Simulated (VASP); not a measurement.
# Ni (Fm-3m) in VASP: a series of runs, part 2 of 2

VASP 6.6.1. The steps go on from the part before.

## 3. Single point, PBE, collinear spin, ferromagnetic start

Input file INCAR:

```
SYSTEM = Ni
PREC = Accurate
ENCUT = 520
EDIFF = 1E-6
ISMEAR = -1
SIGMA = 0.05
LREAL = .FALSE.
LASPH = .TRUE.
NELM = 150
ALGO = Normal
ISIF = 2
LWAVE = .FALSE.
LCHARG = .FALSE.
ISPIN = 2
MAGMOM = 2
LORBIT = 11
LMAXMIX = 4
GGA = PE
NBANDS = 15
```

Input file KPOINTS:

```
Automatic mesh
0
G
  12 12 12
  0 0 0
```

Input file POSCAR:

```
Ni
1.0
    0.0000000000      1.7701000000      1.7701000000
    1.7701000000      0.0000000000      1.7701000000
    1.7701000000      1.7701000000      0.0000000000
Ni
1
Direct
    0.0000000000      0.0000000000      0.0000000000
```

Potentials or basis: VASP PAW PBE potentials, release 64 (Ni).

Launch:

```sh
$ cat potpaw_PBE.64/Ni/POTCAR > POTCAR
$ mpirun -np 1 vasp_std > vasp.out
```

Wall time 20 s (1 thread of Intel Xeon Platinum 8488C (Sapphire Rapids), shared host); peak memory 0.14 GiB.

It converged, with:

```
Free energy                                           : -5.4747 eV
Pressure                                              : -3.1 GPa
Net moment                                            : 0.68 μB per cell
Site moments                                          : Ni +0.69 μB
Valence electrons inside the program's atomic spheres : Ni 9.28
```

Levels at points of the mesh, in eV from the Fermi level:
Spin up:
| k point | band 2 | band 3 | band 4 | band 5 | band 6 | band 7 | band 8 | band 9 |
| --- | --- | --- | --- | --- | --- | --- | --- | --- |
| (0.00, 0.00, 0.00) | -2.42 | -2.42 | -2.42 | -1.27 | -1.27 | 23.57 | 27.27 | 27.27 |
| (0.50, 0.00, 0.00) | -2.40 | -2.40 | -0.65 | -0.65 | -0.25 | 5.51 | 22.07 | 24.34 |
| (0.50, 0.50, 0.00) | -4.13 | -0.59 | -0.53 | -0.53 | 2.44 | 9.04 | 14.65 | 14.65 |
Spin down:
| k point | band 2 | band 3 | band 4 | band 5 | band 6 | band 7 |
| --- | --- | --- | --- | --- | --- | --- |
| (0.00, 0.00, 0.00) | -1.61 | -1.61 | -1.61 | -0.64 | -0.64 | 23.39 |
| (0.50, 0.00, 0.00) | -1.73 | -1.73 | -0.32 | 0.17 | 0.17 | 5.96 |
| (0.50, 0.50, 0.00) | -3.46 | 0.08 | 0.40 | 0.40 | 2.40 | 9.30 |

## 4. Single point, PBE, collinear spin, ferromagnetic start

Input file INCAR:

```
SYSTEM = Ni
PREC     = Accurate       ! precision mode
ENCUT    = 520            ! plane-wave cutoff, eV
EDIFF    = 1E-6           ! SCF threshold, eV
ISMEAR   = -1             ! smearing method
SIGMA    = 0.1            ! smearing width, eV
LREAL    = .False.        ! projectors in reciprocal space
LASPH    = .True.         ! aspherical terms in the spheres
NELM     = 150            ! most SCF steps
ALGO     = Normal         ! electronic algorithm
ISIF     = 2              ! what is computed and relaxed
LWAVE    = .False.        ! write WAVECAR
LCHARG   = .False.        ! write CHGCAR
ISPIN    = 2              ! spin polarisation
MAGMOM   = 2              ! initial moments
LORBIT   = 11             ! projections on sites
LMAXMIX  = 4              ! l up to which the mixer works
GGA      = PE             ! functional
NBANDS   = 15             ! bands
```

Input file KPOINTS:

```
Automatic mesh
0
Gamma
  12 12 12
  0 0 0
```

POSCAR is that of step 3.

Launch:

```sh
$ cat potpaw_PBE.64/Ni/POTCAR > POTCAR
$ mpirun -np 1 vasp_std > vasp.out
```

Wall time 18 s (1 thread of Intel Xeon Platinum 8488C (Sapphire Rapids), shared host); peak memory 0.14 GiB.

Results (log left out):

| Property | Result |
| --- | --- |
| Free energy | -5.4959 eV |
| Pressure | -3.0 GPa |
| Net moment | 0.64 μB per cell |
| Site moments | Ni +0.65 μB |
| Valence electrons inside the program's atomic spheres | Ni 9.28 |

Levels at points of the mesh, in eV from the Fermi level:
Spin up:
```tsv
k point	band 1	band 2	band 3	band 4	band 5	band 6	band 7	band 8	band 9	band 10
(0.00, 0.00, 0.00)	-8.86	-2.37	-2.37	-2.37	-1.24	-1.24	23.58	27.28	27.28	27.28
(0.50, 0.00, 0.00)	-4.72	-2.36	-2.36	-0.60	-0.60	-0.24	5.54	22.07	24.35	24.35
(0.50, 0.50, 0.00)	-4.53	-4.08	-0.55	-0.47	-0.47	2.45	9.06	14.66	14.66	19.50
```
Spin down:
```csv
k point,band 2,band 3,band 4,band 5,band 6,band 7
"(0.00, 0.00, 0.00)",-1.62,-1.62,-1.62,-0.63,-0.63,23.41
"(0.50, 0.00, 0.00)",-1.72,-1.72,-0.30,0.17,0.17,5.96
"(0.50, 0.50, 0.00)",-3.46,0.09,0.39,0.39,2.41,9.31
```

## 5. Single point, PBE, collinear spin, ferromagnetic start

Input file INCAR:

```
ALGO = Normal ; EDIFF = 1E-6
ENCUT = 520 ; GGA = PE
ISIF = 2 ; ISMEAR = -5
ISPIN = 2 ; LASPH = True
LCHARG = True ; LELF = True
LMAXMIX = 4 ; LORBIT = 11
LREAL = False ; LVHAR = True
LWAVE = False ; MAGMOM = 2
NBANDS = 15 ; NELM = 150
PREC = Accurate ; SIGMA = 0.1
```

Input file KPOINTS:

```
k-points
0
Gamma
  12 12 12
```

POSCAR is that of step 4.

Potentials or basis: VASP PAW PBE potentials, release 64 (Ni).

Launch:

```sh
$ cat potpaw_PBE.64/Ni/POTCAR > POTCAR
$ mpirun -np 1 vasp_std > vasp.out
```

OUTCAR:

```text
EDIFF = 1E-6
   ENCUT = 520
   GGA = PE
   ISIF = 2
   ISMEAR = -5
   ISPIN = 2
   LASPH = True
   LORBIT = 11
   LREAL = False
   NELM = 150
   PREC = Accurate

 ion  position               nearest neighbor table
   1  0.000  0.000  0.000-

  LATTYP: Found a face centered cubic cell.
 ALAT       =     3.5402000000

  Lattice vectors:

 A1 = (   0.0000000000,   1.7701000000,   1.7701000000)
 A2 = (   1.7701000000,   0.0000000000,   1.7701000000)
[... 1067 lines left out ...]
 [... further k-points ...]
[... 5 lines left out ...]
  --------------------------------------------------------------------------------------
  -------------------------------------------------------------------------------------
  Total       -0.2579001     -0.2579001     -0.2579001      0.0000000      0.0000000     -0.0000000
  in kB      -37.2510629    -37.2510629    -37.2510629      0.0000000      0.0000000     -0.0000000
  external PRESSURE =     -37.2510629 kB  Pullay stress =       0.0000000 kB

 VOLUME and BASIS-vectors are now :
 -----------------------------------------------------------------------------
  energy-cutoff  :      520.00
  volume of cell :       11.09
      direct lattice vectors                 reciprocal lattice vectors
     0.000000000  1.770100000  1.770100000    -0.282469917  0.282469917  0.282469917
     1.770100000  0.000000000  1.770100000     0.282469917 -0.282469917  0.282469917
     1.770100000  1.770100000  0.000000000     0.282469917  0.282469917 -0.282469917

 POSITION                                       TOTAL-FORCE (eV/Angst)
 -----------------------------------------------------------------------------------
      0.00000      0.00000      0.00000         0.000000     -0.000000      0.000000
 -----------------------------------------------------------------------------------
    total drift:                                0.000000      0.000000      0.000000

  FREE ENERGIE OF THE ION-ELECTRON SYSTEM (eV)
  ---------------------------------------------------
  free  energy   TOTEN  =        -5.4713712175 eV

  energy  without entropy=       -5.4713712175  energy(sigma->0) =       -5.47137122

 total charge

# of ion       s       p       d       tot
------------------------------------------
    1        0.489   0.479   8.309   9.277

 magnetization (x)

# of ion       s       p       d       tot
------------------------------------------
    1       -0.007  -0.027   0.656   0.622
```

Run time: 21 s. Hardware: 1 thread of Intel Xeon Platinum 8488C (Sapphire Rapids), shared host; peak memory 0.14 GiB.

What came out:

| Property | Result |
| --- | --- |
| Free energy | -5.4714 eV |
| Pressure | -3.7 GPa |
| Net moment | 0.61 μB per cell |
| Site moments | Ni +0.62 μB |
| Valence electrons inside the program's atomic spheres | Ni 9.28 |

Levels at points of the mesh, in eV from the Fermi level:
Spin up:
| k point | band 3 | band 4 | band 5 | band 6 | band 7 | band 8 |
| --- | --- | --- | --- | --- | --- | --- |
| (0.00, 0.00, 0.00) | -2.39 | -2.39 | -1.24 | -1.24 | 23.55 | 27.26 |
| (0.50, 0.00, 0.00) | -2.37 | -0.61 | -0.61 | -0.27 | 5.52 | 22.05 |
| (0.50, 0.50, 0.00) | -0.55 | -0.49 | -0.49 | 2.42 | 9.04 | 14.63 |
Spin down:
```tsv
k point	band 1	band 2	band 3	band 4	band 5	band 6	band 7	band 8	band 9	band 10
(0.00, 0.00, 0.00)	-8.94	-1.65	-1.65	-1.65	-0.67	-0.67	23.37	27.23	27.23	27.23
(0.50, 0.00, 0.00)	-4.32	-1.77	-1.77	-0.34	0.13	0.13	5.93	21.89	24.40	24.40
(0.50, 0.50, 0.00)	-4.21	-3.50	0.04	0.36	0.36	2.37	9.27	14.63	14.63	19.62
```

Caveat: tetrahedron occupations give inexact forces and stress in metals.

## 6. Summary

| smearing | gap on the mesh (eV) | pressure (GPa) | moment (μB) |
| --- | --- | --- | --- |
| fermi-dirac 0.05 eV | none | -3.1 | 0.68 |
| fermi-dirac 0.1 eV | none | -3.0 | 0.64 |
| tetrahedron | none | -3.7 | 0.61 |

Alike in all rows: task single point; level PBE; potentials or basis VASP PAW PBE potentials, release 64 (Ni); spin collinear, ferromagnetic start; cell as given; k mesh 12 × 12 × 12; cutoff (eV) 520.

Every run on the cell as given and a fine mesh finds a metal.

Caveats: tetrahedron occupations give inexact forces and stress in metals (some runs).

Absolute energies hang on the potentials; compare differences alone.
